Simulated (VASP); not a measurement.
Input of a VASP 6.6.1 run:

The input INCAR:

```
PREC = Accurate
ENCUT = 520
EDIFF = 1E-6
ISMEAR = 0
SIGMA = 0.05
LREAL = False
LASPH = True
NELM = 100
ALGO = Normal
ISIF = 2
LWAVE = False
LCHARG = False
GGA = PS
NBANDS = 26
```

KPOINTS

```
regular mesh
0
Gamma
  9 9 6
```

The input POSCAR:

```
ZnS
1.0
    3.5108000990      0.0000000000      0.0000000000
   -1.7554000495      3.0404420733      0.0000000000
    0.0000000000      0.0000000000      6.9148718750
Zn S
2 2
Direct
    0.3333333333      0.6666666667      0.0054424479
    0.6666666667      0.3333333333      0.5054424479
    0.3333333333      0.6666666667      0.3795575521
    0.6666666667      0.3333333333      0.8795575521
```

Potentials or basis: VASP PAW PBE potentials, release 64 (Zn, S).

The run is started by

```sh
$ cat potpaw_PBE.64/Zn/POTCAR potpaw_PBE.64/S/POTCAR > POTCAR
$ mpirun -np 1 vasp_std > vasp.out
```

Question: Predict the band gap on the k mesh.

Answer: 1.18 eV.

Question: What does it give for the largest force?

Answer: 0.889 eV/Å.

Question: Predict the pressure.

Answer: 7.8 GPa.

Forces in eV/Å, atoms in the order of the input:
```
Zn   0.000  0.000  0.889
Zn   0.000  0.000  0.889
S    0.000  0.000 -0.889
S    0.000  0.000 -0.889
```

Caveat: the cell stands under pressure; the PAW data sets were made with another functional, which shifts forces and pressure a little; an odd mesh through Γ misses points on the zone boundary, where band edges can lie.
